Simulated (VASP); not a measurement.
# Si4B (P4/mmm) in VASP: further runs

The runs below take Si4B through single point, with PBE.

Program: VASP 6.6.1. These are calculated values, not measurements. Logs are shortened: lines on timing, memory, paths and dates and some standing lists are left out, and cuts for length are marked.

## (1) The cell of the first run

Symmetry: P4/mmm, No. 123, tetragonal system. The conventional cell has a = 5.884 Å, b = 5.884 Å, c = 2.871 Å, α = 90.00°, β = 90.00°, γ = 90.00°. Within 2.9 Å of Si (site symmetry m2m) lie 2 B at 2.23 Å and 5 Si at 2.40 to 2.87 Å. B (site symmetry 4/mmm) has 8 Si at 2.23 Å and 2 B at 2.87 Å within 2.9 Å.

## (2) Single point, PBE

INCAR

```
PREC = Accurate
ENCUT = 500
EDIFF = 1E-6
ISMEAR = 0
SIGMA = 0.2
LREAL = F
LASPH = T
NELM = 120
ALGO = Normal
ISIF = 2
LWAVE = F
LCHARG = F
GGA = PE
NBANDS = 18
GGA_COMPAT = F
```

KPOINTS

```
Automatic mesh
0
Gamma
  3 3 6
```

POSCAR

```
Si4B
1.0
    5.8841809336      0.0000000000      0.0000000000
    0.0000000000      5.8841809336      0.0000000000
    0.0000000000      0.0000000000      2.8711862651
Si B
4 1
Direct
    0.2889256744      0.0000000000      0.5000000000
    0.7110743256      0.0000000000      0.5000000000
    0.0000000000      0.2889256744      0.5000000000
    0.0000000000      0.7110743256      0.5000000000
    0.0000000000      0.0000000000      0.0000000000
```

Potentials or basis: VASP PAW PBE potentials, release 64 (Si, B).

The run is started by

```sh
cat potpaw_PBE.64/Si/POTCAR potpaw_PBE.64/B/POTCAR > POTCAR
mpirun -np 1 vasp_std > vasp.out
```

OUTCAR:

```text
PREC = Accurate
   ENCUT = 500
   EDIFF = 1E-6
   ISMEAR = 0
   LREAL = F
   LASPH = T
   NELM = 120
   ISIF = 2
   GGA = PE

 ion  position               nearest neighbor table
   1  0.289  0.000  0.500-   5 2.23   5 2.23   3 2.40   4 2.40   2 2.48
   2  0.711  0.000  0.500-   5 2.23   5 2.23   3 2.40   4 2.40   1 2.48
   3  0.000  0.289  0.500-   5 2.23   5 2.23   1 2.40   2 2.40   4 2.48
   4  0.000  0.711  0.500-   5 2.23   5 2.23   1 2.40   2 2.40   3 2.48
   5  0.000  0.000  0.000-   1 2.23   2 2.23   3 2.23   4 2.23   1 2.23   2 2.23   3 2.23   4 2.23

  LATTYP: Found a simple tetragonal cell.
 ALAT       =     5.8841809336
 C/A-ratio  =     0.4879500303

  Lattice vectors:

 A1 = (   5.8841809336,   0.0000000000,   0.0000000000)
 A2 = (   0.0000000000,   5.8841809336,   0.0000000000)
 A3 = (   0.0000000000,   0.0000000000,   2.8711862651)

Analysis of symmetry for initial positions (statically):
=====================================================================
 Subroutine PRICEL returns:
 Original cell was already a primitive cell.

 Routine SETGRP: Setting up the symmetry group for a
 simple tetragonal supercell.

 Subroutine GETGRP returns: Found 16 space group operations
 (whereof 16 operations were pure point group operations)
 out of a pool of 16 trial point group operations.

The static configuration has the point symmetry D_4h.

Analysis of symmetry for dynamics (positions and initial velocities):
=====================================================================
 Subroutine PRICEL returns:
 Original cell was already a primitive cell.

 Routine SETGRP: Setting up the symmetry group for a
 simple tetragonal supercell.

 Subroutine GETGRP returns: Found 16 space group operations
 (whereof 16 operations were pure point group operations)
 out of a pool of 16 trial point group operations.

The dynamic configuration has the point symmetry D_4h.

 Subroutine INISYM returns: Found 16 space group operations
 (whereof 16 operations are pure point group operations),
 and found     1 'primitive' translations

----------------------------------------------------------------------------------------

                                     Primitive cell

  volume of cell :      99.4108

  direct lattice vectors                    reciprocal lattice vectors
     5.884180934  0.000000000  0.000000000     0.169947187  0.000000000  0.000000000
     0.000000000  5.884180934  0.000000000     0.000000000  0.169947187  0.000000000
     0.000000000  0.000000000  2.871186265     0.000000000  0.000000000  0.348288097

  length of vectors
     5.884180934  5.884180934  2.871186265     0.169947187  0.169947187  0.348288097

  position of ions in fractional coordinates (direct lattice)
     0.288925674  0.000000000  0.500000000
     0.711074326  0.000000000  0.500000000
     0.000000000  0.288925674  0.500000000
     0.000000000  0.711074326  0.500000000
     0.000000000  0.000000000  0.000000000

  ion indices of the primitive-cell ions
   primitive index   ion index
                 1           1
                 2           2
                 3           3
                 4           4
                 5           5

----------------------------------------------------------------------------------------

 KPOINTS: Automatic mesh

Automatic generation of k-mesh.
 Grid dimensions read from file:
 generate k-points for:    3    3    6

 Generating k-lattice:

  Cartesian coordinates                     Fractional coordinates (reciprocal lattice)
     0.056649062  0.000000000  0.000000000     0.333333333  0.000000000  0.000000000
     0.000000000  0.056649062  0.000000000     0.000000000  0.333333333  0.000000000
     0.000000000  0.000000000  0.058048016     0.000000000  0.000000000  0.166666667

  Length of vectors
     0.056649062  0.056649062  0.058048016

  Shift w.r.t. Gamma in fractional coordinates (k-lattice)
     0.000000000  0.000000000  0.000000000

 Subroutine IBZKPT returns following result:
 ===========================================

 Found     12 irreducible k-points:

 Following reciprocal coordinates:
            Coordinates               Weight
  0.000000  0.000000  0.000000      1.000000
  0.333333  0.000000  0.000000      4.000000
  0.333333  0.333333  0.000000      4.000000
  0.000000  0.000000  0.166667      2.000000
  0.333333  0.000000  0.166667      8.000000
  0.333333  0.333333  0.166667      8.000000
  0.000000  0.000000  0.333333      2.000000
  0.333333  0.000000  0.333333      8.000000
  0.333333  0.333333  0.333333      8.000000
  0.000000  0.000000  0.500000      1.000000
  0.333333  0.000000  0.500000      4.000000
  0.333333  0.333333  0.500000      4.000000
   k-points           NKPTS =     12   k-points in BZ     NKDIM =     12   number of bands    NBANDS=     18
   number of dos      NEDOS =    301   number of ions     NIONS =      5
   total plane-waves  NPLWV =  55296
   dimension x,y,z NGX =    48 NGY =   48 NGZ =   24
   dimension x,y,z NGXF=    96 NGYF=   96 NGZF=   48
   ions per type =               4   1
   NGX,Y,Z   is equivalent  to a cutoff of  13.56, 13.56, 13.90 a.u.
   NGXF,Y,Z  is equivalent  to a cutoff of  27.12, 27.12, 27.79 a.u.
 SYSTEM =  unknown system
   PREC   = accura    normal or accurate (medium, high low for compatibility)
   ISTART =      0    job   : 0-new  1-cont  2-samecut
   ICHARG =      2    charge: 1-file 2-atom 10-const
   ISPIN  =      1    spin polarized calculation?
   LNONCOLLINEAR =      F non collinear calculations
   LSORBIT =      F    spin-orbit coupling
   LASPH  =      T    aspherical Exc in radial PAW
   ENCUT  =  500.0 eV  36.75 Ry    6.06 a.u.  10.73 10.73  5.23*2*pi/ulx,y,z
   NELM   =    120;   NELMIN=  2; NELMDL= -5     # of ELM steps
   EDIFF  = 0.1E-05   stopping-criterion for ELM
   LREAL  =      F    real-space projection
   EDIFFG = 0.1E-04   stopping-criterion for IOM
   NSW    =      0    number of steps for IOM
   IBRION =     -1    ionic relax: 0-MD 1-quasi-New 2-CG
   NFREE  =      0    steps in history (QN), initial steepest desc. (CG)
   ISIF   =      2    stress and relaxation
   ISYM   =      2    0-nonsym 1-usesym 2-fastsym
   POTIM  = 0.5000    time-step for ionic-motion
   TEBEG  =    0.0;   TEEND  =   0.0 temperature during run
   PSTRESS=    0.0 pullay stress
   NELECT =      19.0000    total number of electrons
   NUPDOWN=      -1.0000    fix difference up-down
   EMIN   =  10.00;   EMAX   =-10.00  energy-range for DOS
   EFERMI =   0.00;   METHOD = LEGACY
   ISMEAR =     0;   SIGMA  =   0.20  broadening in eV -4-tet -1-fermi 0-gaus
   EFERMI_NEDOS =   21; number of points for ismear=-14 and -15
   IALGO  =     38    algorithm
   IMIX   =      4    mixing-type and parameters
     AMIX     =   0.40;   BMIX     =  1.00
     AMIX_MAG =   1.60;   BMIX_MAG =  1.00
  volume/ion in A,a.u.               =      19.88       134.17
  Fermi-wavevector in a.u.,A,eV,Ry     =   0.943007  1.782025 12.099146  0.889262
  Thomas-Fermi vector in A             =   2.070672
   LORBIT       =      0    0 simple, 1 ext, 2 COOP (PROOUT), +10 PAW based schemes
   GGA     = PE    functional components
   LHFCALC =     F    Hartree Fock is set to
   AEXX    =    0.0000 exact exchange contribution
   IVDW    =     0    specifies the selected vdW correction
   LEPSILON=     F    determine dielectric tensor
   LRPA    =     F    only Hartree local field effects (RPA)
 non-spin polarized calculation
 Gauss-broadening in eV      SIGMA  =   0.20
  energy-cutoff  :      500.00
  volume of cell :       99.41
 maximum number of plane-waves:      2543
 NGX is ok and might be reduce to    48
   NGX = 21   NGY = 21   NGZ = 11

 number of electron      19.0000000 magnetization

 Free energy of the ion-electron system (eV)
  ---------------------------------------------------
  ext. energy  EPLUGINS =         0.00000000
  ---------------------------------------------------
  free energy    TOTEN  =       -24.69494877 eV

  energy without entropy =      -24.67098837  energy(sigma->0) =      -24.68296857

 E-fermi :   4.8988     XC(G=0):  -8.7539

 val. band max:        4.7894102953   @ k =   0.3333   0.3333   0.3333
 cond. band min:       5.0928295552   @ k =   0.3333   0.0000   0.5000
 fundamental gap:      0.3034192600
 Fermi energy:         4.8987549507

 k-point     1 :       0.0000    0.0000    0.0000
  band No.  band energies     occupation
      1      -9.1341      2.00000
      2      -4.3411      2.00000
      3      -4.3411      2.00000
      4      -3.3965      2.00000
      5      -2.3690      2.00000
      6       1.7283      2.00000
[... 10 lines left out ...]
     17      11.3488      0.00000
     18      12.0197      0.00000

 k-point     2 :       0.3333    0.0000    0.0000
  band No.  band energies     occupation
      1      -9.0139      2.00000
      2      -5.4879      2.00000
      3      -4.3027      2.00000
      4      -2.9207      2.00000
      5      -0.6601      2.00000
      6       1.1163      2.00000
[... 10 lines left out ...]
     17      11.3692      0.00000
     18      11.6531      0.00000

 k-point     3 :       0.3333    0.3333    0.0000
  band No.  band energies     occupation
      1      -8.8862      2.00000
      2      -5.4896      2.00000
      3      -5.4186      2.00000
      4      -0.9241      2.00000
      5      -0.4589      2.00000
      6       0.5644      2.00000
[... 10 lines left out ...]
     17      11.5927      0.00000
     18      12.3223      0.00000

 k-point     4 :       0.0000    0.0000    0.1667
  band No.  band energies     occupation
      1      -8.6980      2.00000
      2      -3.8703      2.00000
      3      -3.8703      2.00000
      4      -2.9530      2.00000
      5      -1.9770      2.00000
      6       1.7651      2.00000
[... 123 lines left out ...]
      4      -0.5449      2.00000
      5      -0.4824      2.00000
      6       0.0269      2.00000
[... 10 lines left out ...]
     17      10.8197      0.00000
     18      10.8231      0.00000

 k-point    11 :       0.3333    0.0000    0.5000
  band No.  band energies     occupation
      1      -5.9214      2.00000
      2      -3.9321      2.00000
      3      -2.1126      2.00000
      4      -0.4768      2.00000
      5      -0.3737      2.00000
      6      -0.2091      2.00000
[... 10 lines left out ...]
     17      10.3900      0.00000
     18      10.7897      0.00000

 k-point    12 :       0.3333    0.3333    0.5000
  band No.  band energies     occupation
      1      -5.7993      2.00000
      2      -3.8508      2.00000
      3      -2.1089      2.00000
      4      -2.0381      2.00000
      5      -0.3709      2.00000
      6      -0.3421      2.00000
[... 10 lines left out ...]
     17       8.8683      0.00000
     18       9.4103      0.00000

------------------------ aborting loop because EDIFF is reached ----------------------------------------

  FORCE on cell =-STRESS in cart. coord.  units (eV):
  Direction    XX          YY          ZZ          XY          YZ          ZX
  --------------------------------------------------------------------------------------
  -------------------------------------------------------------------------------------
  Total       -0.0330615     -0.0330615      0.1661831      0.0000000      0.0000000      0.0000000
  in kB       -0.5328431     -0.5328431      2.6783300      0.0000000      0.0000000      0.0000000
  external PRESSURE =       0.5375479 kB  Pullay stress =       0.0000000 kB

 VOLUME and BASIS-vectors are now :
 -----------------------------------------------------------------------------
  energy-cutoff  :      500.00
  volume of cell :       99.41
      direct lattice vectors                 reciprocal lattice vectors
     5.884180934  0.000000000  0.000000000     0.169947187  0.000000000  0.000000000
     0.000000000  5.884180934  0.000000000     0.000000000  0.169947187  0.000000000
     0.000000000  0.000000000  2.871186265     0.000000000  0.000000000  0.348288097

 POSITION                                       TOTAL-FORCE (eV/Angst)
 -----------------------------------------------------------------------------------
      1.70009      0.00000      1.43559        -0.053178     -0.000000      0.000000
      4.18409      0.00000      1.43559         0.053178     -0.000000      0.000000
      0.00000      1.70009      1.43559         0.000000     -0.053178     -0.000000
      0.00000      4.18409      1.43559        -0.000000      0.053178     -0.000000
      0.00000      0.00000      0.00000        -0.000000     -0.000000      0.000000
 -----------------------------------------------------------------------------------
    total drift:                               -0.000000     -0.000000     -0.000000

  FREE ENERGIE OF THE ION-ELECTRON SYSTEM (eV)
  ---------------------------------------------------
  free  energy   TOTEN  =       -24.6949487671 eV

  energy  without entropy=      -24.6709883719  energy(sigma->0) =      -24.68296857
```

It took 45 s on 1 thread of Intel Xeon 8259CL, shared host; peak memory 0.22 GiB.

What came out:

```
Free energy   : -24.6949 eV
Pressure      : 0.1 GPa
Largest force : 0.053 eV/Å
```

Forces in eV/Å, atoms in the order of the input:
```
Si  -0.053  0.000  0.000
Si   0.053  0.000  0.000
Si   0.000 -0.053  0.000
Si   0.000  0.053  0.000
B    0.000  0.000  0.000
```

Stress tensor (GPa, compression positive):
```
-0.05  0.00  0.00
 0.00 -0.05  0.00
 0.00  0.00  0.27
```

Caveat: the k points lie up to 0.36 Å⁻¹ apart.

## (3) Single point, PBE

This run uses another cell than the first one, of 15.08 Å³/atom, 0.759 times its volume.

INCAR is that of step 2.

KPOINTS

```
Automatic mesh
0
Gamma
  4 4 4
```

POSCAR

```
Si4B
1.0
    3.6835071381      0.0000000000      0.0000000000
    0.0000000000      3.6835071381      0.0000000000
    0.0000000000      0.0000000000      5.5586779615
Si B
4 1
Direct
    0.0000000000      0.0000000000      0.7017204196
    0.0000000000      0.0000000000      0.2982795804
    0.5000000000      0.0000000000      0.0000000000
    0.0000000000      0.5000000000      0.0000000000
    0.5000000000      0.5000000000      0.5000000000
```

Potentials or basis: VASP PAW PBE potentials, release 64 (Si, B).

The run is started by

```sh
cat potpaw_PBE.64/Si/POTCAR potpaw_PBE.64/B/POTCAR > POTCAR
mpirun -np 1 vasp_std > vasp.out
```

OUTCAR:

```text
PREC = Accurate
   ENCUT = 500
   EDIFF = 1E-6
   ISMEAR = 0
   LREAL = F
   LASPH = T
   NELM = 120
   ISIF = 2
   GGA = PE

 ion  position               nearest neighbor table
   1  0.000  0.000  0.702-   2 2.24   3 2.48   4 2.48   4 2.48   3 2.48
   2  0.000  0.000  0.298-   1 2.24   3 2.48   4 2.48   4 2.48   3 2.48
   3  0.500  0.000  0.000-   1 2.48   2 2.48   1 2.48   2 2.48   4 2.60   4 2.60   4 2.60   4 2.60

   4  0.000  0.500  0.000-   1 2.48   2 2.48   1 2.48   2 2.48   3 2.60   3 2.60   3 2.60   3 2.60

   5  0.500  0.500  0.500-

  LATTYP: Found a simple tetragonal cell.
 ALAT       =     3.6835071381
 C/A-ratio  =     1.5090721297

  Lattice vectors:

 A1 = (   3.6835071381,   0.0000000000,   0.0000000000)
 A2 = (   0.0000000000,   3.6835071381,   0.0000000000)
 A3 = (   0.0000000000,   0.0000000000,   5.5586779615)

Analysis of symmetry for initial positions (statically):
=====================================================================
 Subroutine PRICEL returns:
 Original cell was already a primitive cell.

[... 168 lines left out ...]

 E-fermi :   7.7555     XC(G=0): -10.5854

 val. band max:        7.5920001249   @ k =   0.2500   0.2500   0.5000
 cond. band min:       7.8041493742   @ k =   0.0000   0.0000   0.2500
 fundamental gap:      0.2121492493
 Fermi energy:         7.7555366130

 k-point     1 :       0.0000    0.0000    0.0000
  band No.  band energies     occupation
      1      -6.1062      2.00000
      2      -1.2158      2.00000
      3      -0.8546      2.00000
      4       3.6230      2.00000
      5       3.6230      2.00000
      6       4.8193      2.00000
[... 355 lines left out ...]
      5       2.2876      2.00000
      6       2.3428      2.00000
[... 10 lines left out ...]
     17      16.2578      0.00000
     18      16.2675      0.00000

------------------------ aborting loop because EDIFF is reached ----------------------------------------

  FORCE on cell =-STRESS in cart. coord.  units (eV):
  Direction    XX          YY          ZZ          XY          YZ          ZX
  --------------------------------------------------------------------------------------
  -------------------------------------------------------------------------------------
  Total       -0.3269286     -0.3269286      0.1712341      0.0000000      0.0000000      0.0000000
  in kB       -6.9449476     -6.9449476      3.6375277      0.0000000      0.0000000      0.0000000
  external PRESSURE =      -3.4174559 kB  Pullay stress =       0.0000000 kB

 VOLUME and BASIS-vectors are now :
 -----------------------------------------------------------------------------
  energy-cutoff  :      500.00
  volume of cell :       75.42
      direct lattice vectors                 reciprocal lattice vectors
     3.683507138  0.000000000  0.000000000     0.271480402  0.000000000  0.000000000
     0.000000000  3.683507138  0.000000000     0.000000000  0.271480402  0.000000000
     0.000000000  0.000000000  5.558677961     0.000000000  0.000000000  0.179898891

 POSITION                                       TOTAL-FORCE (eV/Angst)
 -----------------------------------------------------------------------------------
      0.00000      0.00000      3.90064        -0.000000     -0.000000     -0.041919
      0.00000      0.00000      1.65804        -0.000000     -0.000000      0.041919
      1.84175      0.00000      0.00000         0.000000      0.000000      0.000000
      0.00000      1.84175      0.00000         0.000000      0.000000      0.000000
      1.84175      1.84175      2.77934         0.000000      0.000000      0.000000
 -----------------------------------------------------------------------------------
    total drift:                               -0.000000      0.000000     -0.000000

  FREE ENERGIE OF THE ION-ELECTRON SYSTEM (eV)
  ---------------------------------------------------
  free  energy   TOTEN  =       -23.0949718261 eV

  energy  without entropy=      -23.0723045838  energy(sigma->0) =      -23.08363820
```

stdout:

```text
POSCAR found type information on POSCAR SiB
 POSCAR found :  2 types and       5 ions
 scaLAPACK will be used
 LDA part: xc-table for (Slater+PW92), standard interpolation
 POSCAR, INCAR and KPOINTS ok, starting setup
 FFT: planning ... GRIDC
 FFT: planning ... GRID_SOFT
 FFT: planning ... GRID
 WAVECAR not read
 entering main loop
```

Run time: 34 s. Hardware: 1 thread of Intel Xeon 8259CL, shared host; peak memory 0.17 GiB.

What came out:

| Item | Value |
| --- | --- |
| Free energy | -23.0950 eV |
| Pressure | -0.3 GPa |
| Largest force | 0.042 eV/Å |

Forces on the atoms (eV/Å):
```
Si   0.000  0.000 -0.042
Si   0.000  0.000  0.042
Si   0.000  0.000  0.000
Si   0.000  0.000  0.000
B    0.000  0.000  0.000
```

Levels at points of the mesh, in eV from the Fermi level:
| k point | band 7 | band 8 | band 9 | band 10 | band 11 | band 12 |
| --- | --- | --- | --- | --- | --- | --- |
| (0.00, 0.00, 0.00) | -2.57 | 0.15 | 0.15 | 0.33 | 1.15 | 1.15 |
| (0.50, 0.00, 0.00) | -2.61 | -0.46 | -0.39 | 0.90 | 2.04 | 2.16 |
| (0.50, 0.50, 0.00) | -3.42 | -3.34 | -3.34 | -2.75 | -2.75 | -0.76 |
| (0.00, 0.00, 0.50) | -2.44 | -2.39 | -1.78 | -1.78 | -1.05 | 0.95 |
| (0.50, 0.00, 0.50) | -1.21 | -0.40 | 0.13 | 0.21 | 0.21 | 0.21 |
| (0.50, 0.50, 0.50) | -5.41 | -5.28 | -1.47 | 1.09 | 1.09 | 1.37 |

Caveat: the k points lie up to 0.43 Å⁻¹ apart.
